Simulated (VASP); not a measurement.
A run of VASP 6.6.1 is set up as follows.

File INCAR:

```
PREC = Accurate ; ENCUT = 520
EDIFF = 1E-6 ; ISMEAR = 0
SIGMA = 0.05 ; LREAL = F
LASPH = T ; NELM = 80
ALGO = Normal ; ISIF = 2
LWAVE = F ; LCHARG = F
GGA = PE ; NBANDS = 18
```

File KPOINTS:

```
regular mesh
0
Gamma
  8 8 8
```

POSCAR

```
HfO2
1.0
    0.0000000000      2.4790516232      2.4790516232
    2.4790516232      0.0000000000      2.4790516232
    2.4790516232      2.4790516232      0.0000000000
Hf O
1 2
Direct
    0.0000000000      0.0000000000      0.0000000000
    0.2500000000      0.2500000000      0.2500000000
    0.7500000000      0.7500000000      0.7500000000
```

Potentials or basis: VASP PAW PBE potentials, release 64 (Hf_pv, O).

Launch:

```sh
$ cat potpaw_PBE.64/Hf_pv/POTCAR potpaw_PBE.64/O/POTCAR > POTCAR
$ mpirun -np 1 vasp_std > vasp.out
```

Predict the band gap on the k mesh.

3.98 eV, direct.

Estimate the pressure.

20.0 GPa.

Caveat: spin-orbit coupling is left out, which moves the levels of the heavy elements. A k mesh can miss the band edges.
